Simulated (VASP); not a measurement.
# ZnSe in VASP: a series of runs, part 2 of 2

VASP 6.6.1. Earlier steps stand in the parts before.

### 4 Single point, PBE (strained and its atoms moved)

INCAR

```
SYSTEM = ZnSe
PREC     = Accurate       ! precision mode
ENCUT    = 520            ! plane-wave cutoff, eV
EDIFF    = 1E-6           ! SCF threshold, eV
ISMEAR   = 0              ! smearing method
SIGMA    = 0.02           ! smearing width, eV
LREAL    = .FALSE.        ! projectors in reciprocal space
LASPH    = .TRUE.         ! aspherical terms in the spheres
NELM     = 100            ! most SCF steps
ALGO     = Normal         ! electronic algorithm
ISIF     = 2              ! what is computed and relaxed
LWAVE    = .FALSE.        ! write WAVECAR
LCHARG   = .FALSE.        ! write CHGCAR
GGA      = PE             ! functional
NBANDS   = 26             ! bands
```

KPOINTS

```
regular mesh
0
G
  8 8 6
  0 0 0
```

POSCAR

```
ZnSe
1.0
    4.0284233514      0.0000000000      0.0000000000
    0.0000000000      4.0284233514      0.0000000000
    0.0000000000      0.0000000000      5.8621369950
Zn Se
2 2
Direct
    0.0000000000      0.0000000000      0.0027695000
    0.5000000000      0.5000000000      0.0027695000
    0.0000000000      0.5000000000      0.3016213279
    0.5000000000      0.0000000000      0.6928396720
```

Potentials or basis: VASP PAW PBE potentials, release 64 (Zn, Se).

Run with:

```
$ cat potpaw_PBE.64/Zn/POTCAR potpaw_PBE.64/Se/POTCAR > POTCAR
$ mpirun -np 1 vasp_std > vasp.out
```

OUTCAR:

```text
SYSTEM = ZnSe
   PREC = Accurate
   ENCUT = 520
   EDIFF = 1E-6
   ISMEAR = 0
   LREAL = .FALSE.
   LASPH = .TRUE.
   NELM = 100
   ISIF = 2
   GGA = PE

 ion  position               nearest neighbor table
   1  0.000  0.000  0.003-   3 2.67   3 2.67   4 2.71   4 2.71   2 2.85   2 2.85   2 2.85   2 2.85

   2  0.500  0.500  0.003-   3 2.67   3 2.67   4 2.71   4 2.71   1 2.85   1 2.85   1 2.85   1 2.85

   3  0.000  0.500  0.302-   1 2.67   2 2.67   1 2.67   2 2.67
   4  0.500  0.000  0.693-   1 2.71   2 2.71   2 2.71   1 2.71

  LATTYP: Found a simple tetragonal cell.
[... 899 lines left out ...]
  --------------------------------------------------------------------------------------
  -------------------------------------------------------------------------------------
  Total       -1.3957580     -1.3957580     -6.4372157      0.0000000      0.0000000      0.0000000
  in kB      -23.5068553    -23.5068553   -108.4132771      0.0000000      0.0000000      0.0000000
  external PRESSURE =     -51.8089959 kB  Pullay stress =       0.0000000 kB

 VOLUME and BASIS-vectors are now :
 -----------------------------------------------------------------------------
  energy-cutoff  :      520.00
  volume of cell :       95.13
      direct lattice vectors                 reciprocal lattice vectors
     4.028423351  0.000000000  0.000000000     0.248236075  0.000000000  0.000000000
     0.000000000  4.028423351  0.000000000     0.000000000  0.248236075  0.000000000
     0.000000000  0.000000000  5.862136995     0.000000000  0.000000000  0.170586256

 POSITION                                       TOTAL-FORCE (eV/Angst)
 -----------------------------------------------------------------------------------
      0.00000      0.00000      0.01624         0.000000      0.000000     -0.172370
      2.01421      2.01421      0.01624         0.000000      0.000000     -0.172370
      0.00000      2.01421      1.76815         0.000000      0.000000     -1.941029
      2.01421      0.00000      4.06152         0.000000      0.000000      2.285770
 -----------------------------------------------------------------------------------
    total drift:                                0.000000     -0.000000     -0.001367

  FREE ENERGIE OF THE ION-ELECTRON SYSTEM (eV)
  ---------------------------------------------------
  free  energy   TOTEN  =       -10.7818203865 eV

  energy  without entropy=      -10.7818203865  energy(sigma->0) =      -10.78182039
```

Wall time 2.6 min (1 thread of AMD EPYC 7R13, shared host); peak memory 0.25 GiB.

What came out:

```yaml
Free_energy: -10.7818 eV
Pressure: -5.2 GPa
Largest_force: 2.286 eV/Å
Band_gap_on_the_k_mesh: 0.85 eV
```

Forces on the atoms (eV/Å):
```
Zn   0.000  0.000 -0.172
Zn   0.000  0.000 -0.172
Se   0.000  0.000 -1.941
Se   0.000  0.000  2.286
```

Stress tensor (GPa, compression positive):
```
 -2.35   0.00   0.00
  0.00  -2.35   0.00
  0.00   0.00 -10.84
```

Caveat: the cell differs from its parent crystal (strained and its atoms moved); the cell stands under tension; forces of over 1 eV/Å act on the atoms, so gaps and moduli don't describe the material at rest. A k mesh can miss the band edges.

### 5 Single point, PBE (strained and its atoms moved)

INCAR

```
SYSTEM = ZnSe
ALGO = Normal
EDIFF = 1E-7
ENCUT = 520
GGA = PE
ISIF = 2
ISMEAR = 0
LASPH = .True.
LCHARG = .False.
LREAL = .False.
LWAVE = .False.
NBANDS = 26
NELM = 100
PREC = Accurate
SIGMA = 0.02
```

KPOINTS

```
k-points
0
Gamma
  8 8 6
  0 0 0
```

POSCAR

```
ZnSe
1.0
    4.2687239184      0.0000000000      0.0000000000
    0.0000000000      4.2687239184      0.0000000000
    0.0000000000      0.0000000000      6.3993629700
Zn Se
2 2
Direct
    0.0000000000      0.0000000000      0.0000000000
    0.5000000000      0.5000000000      0.0000000000
    0.0000000000      0.5000000000      0.2812256019
    0.5000000000      0.0000000000      0.7187743981
```

Run with:

```
$ cat potpaw_PBE.64/Zn/POTCAR potpaw_PBE.64/Se/POTCAR > POTCAR
$ mpirun -np 1 vasp_std > vasp.out
```

Run time: 3.4 min. Hardware: 1 thread of AMD EPYC 7R13, shared host; peak memory 0.28 GiB.

It converged, with:

| Property | Result |
| --- | --- |
| Free energy | -10.3891 eV |
| Pressure | -8.2 GPa |
| Largest force | 2.341 eV/Å |
| Band gap on the k mesh | 1.07 eV |

Forces in eV/Å, atoms in the order of the input:
```
Zn   0.000  0.000  0.000
Zn   0.000  0.000  0.000
Se   0.000  0.000 -2.341
Se   0.000  0.000  2.341
```

Stress tensor (GPa, compression positive):
```
 -6.54   0.00   0.00
  0.00  -6.54   0.00
  0.00   0.00 -11.51
```

Levels at points of the mesh, in eV from the valence-band top:
```tsv
k point	band 16	band 17	band 18	band 19	band 20	band 21
(0.00, 0.00, 0.00)	-0.52	0.00	0.00	1.07	1.88	3.40
(0.50, 0.00, 0.00)	-1.73	-0.48	-0.48	2.76	2.76	4.96
(0.50, 0.50, 0.00)	-1.86	-1.54	-1.54	2.12	2.12	2.75
(0.00, 0.00, 0.50)	-1.14	-0.41	-0.41	1.96	2.70	3.28
(0.50, 0.00, 0.50)	-0.85	-0.45	-0.45	1.70	1.70	5.30
(0.50, 0.50, 0.50)	-2.11	-2.04	-2.04	3.13	3.13	3.71
```

Caveat: the cell differs from its parent crystal (strained and its atoms moved); the cell stands under tension; forces of over 1 eV/Å act on the atoms, so gaps and moduli don't describe the material at rest. A k mesh can miss the band edges.

### 6 Summary

| cell | gap on the mesh (eV) | pressure (GPa) | largest force (eV/Å) |
| --- | --- | --- | --- |
| a = 4.087, b = 4.087, c = 6.221 Å, 4 atoms, atomic positions A | 2.02 | 0.7 | 0.10 |
| a = 4.359, b = 4.359, c = 6.078 Å, 4 atoms, atomic positions B | 1.13 | -3.1 | 0.28 |
| a = 4.028, b = 4.028, c = 5.862 Å, 4 atoms, atomic positions C | 0.85 | -5.2 | 2.29 |
| a = 4.269, b = 4.269, c = 6.399 Å, 4 atoms, atomic positions D | 1.07 | -8.2 | 2.34 |

Alike in all rows: task single point; level PBE; potentials or basis VASP PAW PBE potentials, release 64 (Zn, Se); no spin polarisation; k mesh 8 × 8 × 6; cutoff (eV) 520; smearing gaussian 0.02 eV.

Caveats: the cell stands under tension (at least some runs); forces of over 1 eV/Å act on the atoms, so gaps and moduli don't describe the material at rest (at least some runs).

Absolute energies hang on the potentials; compare differences alone.
